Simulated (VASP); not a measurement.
Set up this calculation in VASP 6.6.1, as the native input.

```
Task                   : single point
Functional             : PBEsol
Potentials or basis    : VASP PAW PBE potentials, release 64 (K_sv)
Cutoff                 : 520 eV
k mesh                 : 7 × 7 × 7
Occupations            : gaussian, width 0.05 eV
Spin                   : no spin polarisation
Dipole correction      : no
Further INCAR settings : ALGO = Normal; EDIFF = 1e-06; NBANDS = 10
```

The structure of K lies in POSCAR:

```
K
1.0
    0.0000000000      3.3918728180      3.3918728180
    3.3918728180      0.0000000000      3.3918728180
    3.3918728180      3.3918728180      0.0000000000
K
1
Direct
    0.0000000000      0.0000000000      0.0000000000
```

These files were run (other wordings do the same):

INCAR

```
PREC = Accurate
ENCUT = 520
EDIFF = 1E-6
ISMEAR = 0
SIGMA = 0.05
LREAL = False
LASPH = True
NELM = 100
ALGO = Normal
ISIF = 2
LWAVE = False
LCHARG = False
GGA = PS
NBANDS = 10
```

KPOINTS

```
Automatic mesh
0
Gamma
  7 7 7
```

Potentials or basis: VASP PAW PBE potentials, release 64 (K_sv).

The run is started by

```bash
$ cat potpaw_PBE.64/K_sv/POTCAR > POTCAR
$ mpirun -np 1 vasp_std > vasp.out
```

Results of the run:

```
Pressure : -0.3 GPa
```

Caveat: the PAW data sets were made with another functional, which shifts forces and pressure a little.

Run time: 5.6 s on 1 thread of Intel(R) Xeon(R) 6975P-C (Granite Rapids), with other jobs on the host, peak memory 0.19 GiB.
